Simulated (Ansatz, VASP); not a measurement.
# HfTi3O8: VASP beside Ansatz

File INCAR:

```
SYSTEM = HfTi3O8
ALGO = Normal
EDIFF = 1E-6
ENCUT = 520
GGA = PE
ISIF = 2
ISMEAR = -1
LASPH = .True.
LCHARG = .False.
LREAL = .False.
LWAVE = .False.
NBANDS = 59
NELM = 100
PREC = Accurate
SIGMA = 0.02
```

File KPOINTS:

```
k-points
0
Gamma
  6 6 6
  0 0 0
```

The input POSCAR:

```
HfTi3O8
1.0
    4.6439088251     -0.0367647907     -0.0000118487
   -0.0373195171      4.9735182837     -0.0000170382
   -0.0000179191     -0.0000204921      5.5700091863
Hf Ti O
1 3 8
Direct
    0.2499988083      0.2043371880      0.0710813776
    0.2500001153      0.7043286218      0.4356826952
    0.7499987395      0.2043282137      0.5765152896
    0.7500018972      0.7043359983      0.9247757251
    0.0207118069      0.3753026106      0.3722170458
    0.0152847121      0.8574982059      0.1363929553
    0.5128385736      0.5275637837      0.6312604237
    0.5386964408      1.0248683398      0.8561042142
    0.4792829309      1.0333578044      0.3722140455
    0.4847212342      0.5511742686      0.1363934505
    0.9613008546      0.3838011904      0.8561031119
    0.9871638867      0.8811037751      0.6312596656
```

Input for Ansatz:

```yaml
crystal:
  lattice:
    - [4.6439088251, -0.0367647907, -1.18487e-05]
    - [-0.0373195171, 4.9735182837, -1.70382e-05]
    - [-1.79191e-05, -2.04921e-05, 5.5700091863]
  atoms:
    - { symbol: Hf, position: [0.2499988083, 0.204337188, 0.0710813776] }
    - { symbol: Ti, position: [0.2500001153, 0.7043286218, 0.4356826952] }
    - { symbol: Ti, position: [0.7499987395, 0.2043282137, 0.5765152896] }
    - { symbol: Ti, position: [0.7500018972, 0.7043359983, 0.9247757251] }
    - { symbol: O, position: [0.0207118069, 0.3753026106, 0.3722170458] }
    - { symbol: O, position: [0.0152847121, 0.8574982059, 0.1363929553] }
    - { symbol: O, position: [0.5128385736, 0.5275637837, 0.6312604237] }
    - { symbol: O, position: [0.5386964408, 1.0248683398, 0.8561042142] }
    - { symbol: O, position: [0.4792829309, 1.0333578044, 0.3722140455] }
    - { symbol: O, position: [0.4847212342, 0.5511742686, 0.1363934505] }
    - { symbol: O, position: [0.9613008546, 0.3838011904, 0.8561031119] }
    - { symbol: O, position: [0.9871638867, 0.8811037751, 0.6312596656] }
kpoints:
  mp_grid: { grid: [6, 6, 6] }
  band_path:
    path:
      - [0.0, 0.0, 0.0]
      - [-1.716940051864e-22, 3.20069862282e-06, -0.4999999999918]
      - [8.655315333305e-19, 0.5000032006858, -0.4999999999918]
      - [5.619358543409e-19, 0.4999999999871, 3.189081164811e-22]
      - [0.0, 0.0, 0.0]
      - [-0.5, 0.4999999999874, 3.441755642197e-06]
      - [-0.5, 0.500003200686, -0.4999965582361]
      - [-1.716940051864e-22, 3.20069862282e-06, -0.4999999999918]
      - [-0.5, 3.200698835095e-06, -0.4999965582361]
      - [-0.5, 2.122750871347e-13, 3.441755642197e-06]
      - [0.0, 0.0, 0.0]
    npoints: 10
hamiltonian:
  xc: pbe
scf:
  occupations: { method: fermi_dirac, width: 0.02 }
  n_extra_bands: 7
output:
  forces: true
  stress: true
  eigenvalues: true
```

Alike in both runs: task single point; functional PBE; k mesh 6 × 6 × 6; occupations fermi-dirac, width 0.02 eV; no spin polarisation.

|  | VASP | Ansatz |
| --- | --- | --- |
| version | VASP 6.6.1 | Ansatz 0.2.0 |
| potentials or method | VASP PAW PBE potentials, release 64 (Hf_pv, Ti_sv, O) | plane waves, PAW |
| plane-wave cutoff (eV) | 520 | 420 |
| valence electrons in the cell | 94 | 110 |

Ansatz gave:

| Property | Result |
| --- | --- |
| gap on the k mesh at the Fermi level (eV) | 2.78 |
| pressure (GPa) | 5.3 |
| traceless stress, the component that is largest in VASP (GPa) | -0.03 |
| rms of the force components (eV/Å) | 0.025 |

Question: Which values does VASP return?

Answer: gap on the k mesh at the Fermi level (eV): 2.76; pressure (GPa): 5.0; traceless stress, the component that is largest in VASP (GPa): -0.08; rms of the force components (eV/Å): 0.068.

Atom by atom the forces differ by 0.077 eV/Å (rms over components). With one functional, cell and mesh, what is left measures potentials, basis and numerics. VASP's potentials hold 94 valence electrons a cell and Ansatz's 110, so a difference there can come from the potentials and not from the codes. Ansatz's warnings: near symmetry operations not taken.

Neither program's run includes spin-orbit coupling.
